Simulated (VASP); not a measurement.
Input of a VASP 6.6.1 run:

File INCAR:

```
PREC = Accurate
ENCUT = 520
EDIFF = 1E-6
ISMEAR = 0
SIGMA = 0.1
LREAL = F
LASPH = T
NELM = 80
ALGO = Fast
ISIF = 2
LWAVE = F
LCHARG = T
GGA = PS
LELF = T
LVHAR = T
NBANDS = 18
```

Contents of KPOINTS:

```
regular mesh
0
Gamma
  14 14 14
```

The input POSCAR:

```
ScAl3
1.0
   -1.9957388890      1.9957388890      4.3698183021
    1.9957388890     -1.9957388890      4.3698183021
    1.9957388890      1.9957388890     -4.3698183021
Sc Al
1 3
Direct
    0.0000000000      0.0000000000      0.0000000000
    0.7500000000      0.2500000000      0.5000000000
    0.2500000000      0.7500000000      0.5000000000
    0.5000000000      0.5000000000      0.0000000000
```

Potentials or basis: VASP PAW PBE potentials, release 64 (Sc_sv, Al).

Launch:

```sh
$ cat potpaw_PBE.64/Sc_sv/POTCAR potpaw_PBE.64/Al/POTCAR > POTCAR
$ mpirun -np 1 vasp_std > vasp.out
```

Task: Estimate the pressure.

Result: 0.1 GPa.

Task: What does it give for the band gap on the k mesh?

Result: Zero (bands 10 and 11 overlap by 2.13 eV).

Caveat: the PAW data sets were made with another functional, which shifts forces and pressure a little.
